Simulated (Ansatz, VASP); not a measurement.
## Sb: VASP beside Ansatz

```
Sb
1.0
     3.04037    0.00000    0.00000
     0.00000    3.04037    0.00000
     0.00000    0.00000    3.04037
Sb
1
Cartesian
  0.0000 0.0000 0.0000
```

Alike in both runs: task relaxation of cell and atoms; functional LDA; k mesh 20 × 20 × 20; occupations fermi-dirac, width 0.15 eV; no spin polarisation.

|  | VASP | Ansatz |
| --- | --- | --- |
| version | VASP 6.6.1 | Ansatz 0.2.0 |
| potentials or method | VASP PAW LDA potentials, release 64 (Sb), cutoff 600 eV | scalar-relativistic, plane waves, PAW |
| valence electrons in the cell | 5 | 15 |

|  | VASP | Ansatz | Ansatz less VASP |
| --- | --- | --- | --- |
| gap on the k mesh at the Fermi level, each at its own relaxed structure (eV) | none | none | - |
| relaxed volume (Å³/atom) | 28.25 | 28.15 | -0.094 |
| relaxed cell length with the largest relative difference (Å) | 3.046 | 3.042 | -0.0034 |

Ansatz warns that its potentials were made for another functional, while VASP's fit it. LDA's correlation is that of Perdew and Zunger in VASP and of Perdew and Wang (1992) in Ansatz. A gap of «none» marks a metal or a gap that the smearing closes. VASP's potentials hold 5 valence electrons a cell and Ansatz's 15, so a difference there can come from the potentials and not from the codes.

Spin-orbit coupling is off throughout.
